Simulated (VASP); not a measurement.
# LiCl (Fm-3m) in VASP: settings compared

The runs below take LiCl through relaxation of cell and atoms, with RPBE+D3(BJ), revPBE+D4.

All numbers are computed with VASP 6.6.1; they aren't measurements. Logs are shortened: lines on timing, memory, paths and dates and some standing lists are left out, and cuts for length are marked.

## (1) The cell of the first run

It takes space group Fm-3m (No. 225, cubic). The conventional cell has a = 5.130 Å, b = 5.130 Å, c = 5.130 Å, α = 90.00°, β = 90.00°, γ = 90.00°. Within 3.4 Å of Cl (site symmetry m-3m) lie 6 Li at 2.56 Å. Li (site symmetry m-3m) has 6 Cl at 2.56 Å within 3.4 Å.

## (2) Relaxation of cell and atoms, RPBE+D3(BJ)

Contents of INCAR:

```
PREC = Accurate ; ENCUT = 750
EDIFF = 1E-7 ; ISMEAR = -1
SIGMA = 0.05 ; LREAL = False
LASPH = True ; NELM = 120
ALGO = Normal ; ISIF = 3
LWAVE = False ; LCHARG = False
GGA = RP ; IVDW = 12
IBRION = 2 ; NSW = 80
EDIFFG = -0.02 ; GGA_COMPAT = False
NELMIN = 4
```

Contents of KPOINTS:

```
regular mesh
0
Gamma
  9 9 9
```

Contents of POSCAR:

```
LiCl
1.0
    0.0000000000      2.5647700000      2.5647700000
    2.5647700000      0.0000000000      2.5647700000
    2.5647700000      2.5647700000      0.0000000000
Cl Li
1 1
Direct
    0.5000000000      0.5000000000      0.5000000000
    0.0000000000      0.0000000000      0.0000000000
```

Potentials or basis: VASP PAW PBE potentials, release 64 (Cl, Li_sv).

Launch:

```console
$ cat potpaw_PBE.64/Cl/POTCAR potpaw_PBE.64/Li_sv/POTCAR > POTCAR
$ mpirun -np 1 vasp_std > vasp.out
```

OUTCAR:

```text
PREC = Accurate
   ENCUT = 750
   EDIFF = 1E-7
   ISMEAR = -1
   LREAL = False
   LASPH = True
   NELM = 120
   ISIF = 3
   GGA = RP
   IVDW = 12
   IBRION = 2
   NSW = 80
   EDIFFG = -0.02
   NELMIN = 4
 IVDW          = 12

 ion  position               nearest neighbor table
   1  0.500  0.500  0.500-   2 2.56   2 2.56   2 2.56   2 2.56   2 2.56   2 2.56
   2  0.000  0.000  0.000-   1 2.56   1 2.56   1 2.56   1 2.56   1 2.56   1 2.56

  LATTYP: Found a face centered cubic cell.
 ALAT       =     5.1295400000

  Lattice vectors:

 A1 = (   0.0000000000,   2.5647700000,   2.5647700000)
 A2 = (   2.5647700000,   0.0000000000,   2.5647700000)
 A3 = (   2.5647700000,   2.5647700000,   0.0000000000)

Analysis of symmetry for initial positions (statically):
=====================================================================
 Subroutine PRICEL returns:
 Original cell was already a primitive cell.

 Routine SETGRP: Setting up the symmetry group for a
 face centered cubic supercell.

 Subroutine GETGRP returns: Found 48 space group operations
 (whereof 48 operations were pure point group operations)
 out of a pool of 48 trial point group operations.

The static configuration has the point symmetry O_h .

Analysis of symmetry for dynamics (positions and initial velocities):
=====================================================================
 Subroutine PRICEL returns:
 Original cell was already a primitive cell.

 Routine SETGRP: Setting up the symmetry group for a
 face centered cubic supercell.

 Subroutine GETGRP returns: Found 48 space group operations
 (whereof 48 operations were pure point group operations)
 out of a pool of 48 trial point group operations.

The dynamic configuration has the point symmetry O_h .

 Subroutine INISYM returns: Found 48 space group operations
 (whereof 48 operations are pure point group operations),
 and found     1 'primitive' translations

----------------------------------------------------------------------------------------

                                     Primitive cell

  volume of cell :      33.7423

  direct lattice vectors                    reciprocal lattice vectors
     0.000000000  2.564770000  2.564770000    -0.194949255  0.194949255  0.194949255
     2.564770000  0.000000000  2.564770000     0.194949255 -0.194949255  0.194949255
     2.564770000  2.564770000  0.000000000     0.194949255  0.194949255 -0.194949255

  length of vectors
     3.627132518  3.627132518  3.627132518     0.337662014  0.337662014  0.337662014

  position of ions in fractional coordinates (direct lattice)
     0.500000000  0.500000000  0.500000000
     0.000000000  0.000000000  0.000000000

  ion indices of the primitive-cell ions
   primitive index   ion index
                 1           1
                 2           2

----------------------------------------------------------------------------------------

 KPOINTS: regular mesh

Automatic generation of k-mesh.
 Grid dimensions read from file:
 generate k-points for:    9    9    9

 Generating k-lattice:

  Cartesian coordinates                     Fractional coordinates (reciprocal lattice)
    -0.021661028  0.021661028  0.021661028     0.111111111  0.000000000  0.000000000
     0.021661028 -0.021661028  0.021661028     0.000000000  0.111111111  0.000000000
     0.021661028  0.021661028 -0.021661028     0.000000000  0.000000000  0.111111111

  Length of vectors
     0.037518002  0.037518002  0.037518002

  Shift w.r.t. Gamma in fractional coordinates (k-lattice)
     0.000000000  0.000000000  0.000000000

 Subroutine IBZKPT returns following result:
 ===========================================

 Found     35 irreducible k-points:

 Following reciprocal coordinates:
            Coordinates               Weight
  0.000000  0.000000  0.000000      1.000000
  0.111111  0.000000  0.000000      8.000000
  0.222222  0.000000  0.000000      8.000000
  0.333333  0.000000  0.000000      8.000000
  0.444444  0.000000  0.000000      8.000000
  0.111111  0.111111  0.000000      6.000000
[... 16 lines left out ...]
 -0.333333  0.333333  0.000000     12.000000
  0.444444  0.444444  0.000000      6.000000
 [... further k-points ...]
   k-points           NKPTS =     35   k-points in BZ     NKDIM =     35   number of bands    NBANDS=      9
   number of dos      NEDOS =    301   number of ions     NIONS =      2
   total plane-waves  NPLWV =  32768
   dimension x,y,z NGX =    32 NGY =   32 NGZ =   32
   dimension x,y,z NGXF=    64 NGYF=   64 NGZF=   64
   ions per type =               1   1
   NGX,Y,Z   is equivalent  to a cutoff of  14.67, 14.67, 14.67 a.u.
   NGXF,Y,Z  is equivalent  to a cutoff of  29.33, 29.33, 29.33 a.u.
 SYSTEM =  unknown system
   PREC   = accura    normal or accurate (medium, high low for compatibility)
   ISTART =      0    job   : 0-new  1-cont  2-samecut
   ICHARG =      2    charge: 1-file 2-atom 10-const
   ISPIN  =      1    spin polarized calculation?
   LNONCOLLINEAR =      F non collinear calculations
   LSORBIT =      F    spin-orbit coupling
   LASPH  =      T    aspherical Exc in radial PAW
   ENCUT  =  750.0 eV  55.12 Ry    7.42 a.u.   8.10  8.10  8.10*2*pi/ulx,y,z
   NELM   =    120;   NELMIN=  4; NELMDL= -5     # of ELM steps
   EDIFF  = 0.1E-06   stopping-criterion for ELM
   LREAL  =      F    real-space projection
   EDIFFG = -.2E-01   stopping-criterion for IOM
   NSW    =     80    number of steps for IOM
   IBRION =      2    ionic relax: 0-MD 1-quasi-New 2-CG
   NFREE  =      1    steps in history (QN), initial steepest desc. (CG)
   ISIF   =      3    stress and relaxation
   ISYM   =      2    0-nonsym 1-usesym 2-fastsym
   POTIM  = 0.5000    time-step for ionic-motion
   TEBEG  =    0.0;   TEEND  =   0.0 temperature during run
   PSTRESS=    0.0 pullay stress
   NELECT =      10.0000    total number of electrons
   NUPDOWN=      -1.0000    fix difference up-down
   EMIN   =  10.00;   EMAX   =-10.00  energy-range for DOS
   EFERMI =   0.00;   METHOD = LEGACY
   ISMEAR =    -1;   SIGMA  =   0.05  broadening in eV -4-tet -1-fermi 0-gaus
   EFERMI_NEDOS =   21; number of points for ismear=-14 and -15
   IALGO  =     38    algorithm
   IMIX   =      4    mixing-type and parameters
     AMIX     =   0.40;   BMIX     =  1.00
     AMIX_MAG =   1.60;   BMIX_MAG =  1.00
  volume/ion in A,a.u.               =      16.87       113.85
  Fermi-wavevector in a.u.,A,eV,Ry     =   1.091482  2.062601 16.209056  1.191332
  Thomas-Fermi vector in A             =   2.227728
   LORBIT       =      0    0 simple, 1 ext, 2 COOP (PROOUT), +10 PAW based schemes
   GGA     = RP    functional components
   LHFCALC =     F    Hartree Fock is set to
   AEXX    =    0.0000 exact exchange contribution
   IVDW    =    12    specifies the selected vdW correction
   LEPSILON=     F    determine dielectric tensor
   LRPA    =     F    only Hartree local field effects (RPA)
 conjugate gradient relaxation of ions
 non-spin polarized calculation
  energy-cutoff  :      750.00
  volume of cell :       33.74
 maximum number of plane-waves:      1592
   NGX = 17   NGY = 17   NGZ = 17

--------------------------------------- Ionic step        1  -------------------------------------------

 number of electron      10.0000002 magnetization

 Free energy of the ion-electron system (eV)
  ---------------------------------------------------
  ext. energy  EPLUGINS =         0.00000000
  ---------------------------------------------------
  free energy    TOTEN  =        -7.00704155 eV

  energy without entropy =       -7.00704155  energy(sigma->0) =       -7.00704155

------------------------ aborting loop because EDIFF is reached ----------------------------------------

 Edisp (eV)   -1.61207

 E8    (eV) :    -0.8994

  FORCE on cell =-STRESS in cart. coord.  units (eV):
  Direction    XX          YY          ZZ          XY          YZ          ZX
  --------------------------------------------------------------------------------------
  -------------------------------------------------------------------------------------
  Total      -1.64561    -1.64561    -1.64561     0.00000     0.00000    -0.00000
  in kB     -78.13789   -78.13789   -78.13789     0.00000     0.00000    -0.00000
  external pressure =      -78.14 kB  Pullay stress =        0.00 kB
[... 101 lines left out ...]
  energy  without entropy=       -8.8233930283  energy(sigma->0) =       -8.82339303

--------------------------------------- Ionic step        4  -------------------------------------------

 number of electron      10.0000000 magnetization

 Free energy of the ion-electron system (eV)
  ---------------------------------------------------
  ext. energy  EPLUGINS =         0.00000000
  ---------------------------------------------------
  free energy    TOTEN  =        -6.66915015 eV

  energy without entropy =       -6.66915015  energy(sigma->0) =       -6.66915015

 E-fermi :   3.7858     XC(G=0):  -9.5730

 val. band max:        2.6856614804   @ k =   0.0000   0.0000   0.0000
 cond. band min:       9.8984102034   @ k =   0.4444   0.0000   0.0000
 fundamental gap:      7.2127487230
 Fermi energy:         3.7857865944

 k-point     1 :       0.0000    0.0000    0.0000
  band No.  band energies     occupation
      1     -40.8011      2.00000
      2     -11.6927      2.00000
      3       2.6857      2.00000
      4       2.6857      2.00000
      5       2.6857      2.00000
      6      10.8354      0.00000
      7      14.7906      0.00000
      8      14.7906      0.00000
      9      14.7906      0.00000
[... 265 lines left out ...]
 k-point    24 :       0.4444    0.4444    0.0000
  band No.  band energies     occupation
      1     -40.7905      2.00000
      2     -10.3616      2.00000
      3      -1.2552      2.00000
      4       1.1321      2.00000
      5       1.1321      2.00000
      6      10.6886      0.00000
      7      11.2442      0.00000
      8      17.2213      0.00000
      9      18.6964      0.00000

 [... further k-points ...]

------------------------ aborting loop because EDIFF is reached ----------------------------------------

 Edisp (eV)   -2.15553

 E8    (eV) :    -1.2118

  FORCE on cell =-STRESS in cart. coord.  units (eV):
  Direction    XX          YY          ZZ          XY          YZ          ZX
  --------------------------------------------------------------------------------------
  -------------------------------------------------------------------------------------
  Total       0.02336     0.02336     0.02336     0.00000     0.00000     0.00000
  in kB       1.39835     1.39835     1.39835     0.00000     0.00000     0.00000
  external pressure =        1.40 kB  Pullay stress =        0.00 kB
[... 17 lines left out ...]
  FREE ENERGIE OF THE ION-ELECTRON SYSTEM (eV)
  ---------------------------------------------------
  free  energy   TOTEN  =        -8.8246752205 eV

  energy  without entropy=       -8.8246752205  energy(sigma->0) =       -8.82467522

 reached required accuracy - stopping structural energy minimisation
```

Wall time 32 s (1 thread of Intel Xeon 6975P-C, shared host); peak memory 0.2 GiB.

Results:

- Free energy: -8.8247 eV
- Relaxed volume: 13.38 Å³/atom
- Relaxed cell: a = 3.357 Å, b = 3.357 Å, c = 3.357 Å, α = 60.00°, β = 60.00°, γ = 60.00°
- Space group after relaxing (to 0.05 Å): Fm-3m (No. 225)
- Energy gained by relaxing: 102.8 meV/atom
- Ionic steps: 4
- Pressure after relaxing: 0.1 GPa
- Band gap on the k mesh: 7.21 eV, indirect (least direct gap 7.58 eV)
- Dispersion energy per atom: -1.078 eV

The path:
```tsv
step	energy change (eV)	largest force (eV/Å)	pressure (GPa)	volume (Å³)
1	0.0000	0.0000	-7.81	33.74
2	-0.1560	0.0000	-4.74	29.88
3	-0.2043	0.0000	-0.90	27.29
4	-0.2056	0.0000	0.14	26.76
```

Final structure:
```
Cl Li
1.0
     0.00000    2.37401    2.37401
     2.37401    0.00000    2.37401
     2.37401    2.37401    0.00000
Cl Li
1 1
Direct
  0.50000 0.50000 0.50000
  0.00000 0.00000 0.00000
```

Caveat: the volume moved by over 15 % at a fixed basis, so the end points are rough; the PAW data sets were made with another functional, which shifts forces and pressure a little; the volume moved by -21 % from the deposited cell, more than functionals usually miss. A k mesh can miss the band edges.

## (3) Relaxation of cell and atoms, revPBE+D4

Contents of INCAR:

```
SYSTEM = LiCl
ALGO = Normal
EDIFF = 1E-7
EDIFFG = -0.005
ENCUT = 750
GGA = RE
GGA_COMPAT = .False.
IBRION = 2
ISIF = 3
ISMEAR = -1
IVDW = 13
LASPH = .True.
LCHARG = .False.
LREAL = .False.
LWAVE = .False.
NELM = 120
NELMIN = 4
NSW = 80
PREC = Accurate
SIGMA = 0.05
```

Contents of KPOINTS:

```
k-points
0
Gamma
  9 9 9
  0 0 0
```

POSCAR is that of step 2.

Potentials or basis: VASP PAW PBE potentials, release 64 (Cl, Li_sv).

Launch:

```console
$ cat potpaw_PBE.64/Cl/POTCAR potpaw_PBE.64/Li_sv/POTCAR > POTCAR
$ mpirun -np 1 vasp_std > vasp.out
```

Run time: 21 s. Hardware: 1 thread of Intel Xeon 6975P-C, shared host; peak memory 0.18 GiB.

Results (log left out):

```yaml
Free_energy: -7.4710 eV
Relaxed_volume: 16.51 Å³/atom
Relaxed_cell: a = 3.601 Å, b = 3.601 Å, c = 3.601 Å, α = 60.00°, β = 60.00°, γ = 60.00°
Space_group_after_relaxing_to_0.05_Å: Fm-3m (No. 225)
Energy_gained_by_relaxing: 0.9 meV/atom
Ionic_steps: 3
Pressure_after_relaxing: 0.0 GPa
Band_gap_on_the_k_mesh: 6.66 eV, direct
Dispersion_energy_per_atom: -0.236 eV
```

Step by step:
| step | energy change (eV) | largest force (eV/Å) | pressure (GPa) | volume (Å³) |
| --- | --- | --- | --- | --- |
| 1 | 0.0000 | 0.0000 | -0.73 | 33.74 |
| 2 | -0.0013 | 0.0000 | -0.38 | 33.37 |
| 3 | -0.0018 | 0.0000 | -0.03 | 33.01 |

Final structure:
```
Cl Li
1.0
     0.00000    2.54613    2.54613
     2.54613    0.00000    2.54613
     2.54613    2.54613    0.00000
Cl Li
1 1
Direct
  0.50000 0.50000 0.50000
  0.00000 0.00000 0.00000
```

Levels at points of the mesh, in eV from the valence-band top:
| k point | band 3 | band 4 | band 5 | band 6 | band 7 | band 8 |
| --- | --- | --- | --- | --- | --- | --- |
| (0.00, 0.00, 0.00) | 0.00 | 0.00 | 0.00 | 6.66 | 12.03 | 12.03 |

Caveat: the PAW data sets were made with another functional, which shifts forces and pressure a little.
